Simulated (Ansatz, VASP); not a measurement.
# Two plane-wave programs on PbF2

```
Pb F
1.0
     0.00000    2.94929    2.94929
     2.94929    0.00000    2.94929
     2.94929    2.94929    0.00000
Pb F
1 2
Cartesian
  0.0000 0.0000 0.0000
  4.4239 4.4239 4.4239
  1.4746 1.4746 1.4746
```

Alike in both runs: task single point; functional PBEsol; k mesh 4 × 4 × 4; occupations gaussian, width 0.02 eV; no spin polarisation.

|  | VASP | Ansatz |
| --- | --- | --- |
| version | VASP 6.6.1 | Ansatz 0.2.0 |
| potentials or method | VASP PAW PBE potentials, release 64 (Pb_d, F), cutoff 600 eV | scalar-relativistic, plane waves, PAW |
| valence electrons in the cell | 28 | 28 |

```tsv
	VASP	Ansatz	Ansatz less VASP
gap on the k mesh at the Fermi level (eV)	4.30	4.31	+0.013
least direct gap on the mesh (eV)	4.46	4.47	+0.012
pressure (GPa)	-0.2	0.0	+0.23
```

VASP's potentials were made for PBE, not for PBEsol, and Ansatz warns of the same on its side.

The k mesh is coarse, so the values compare programs but aren't converged. Spin-orbit coupling is off throughout.
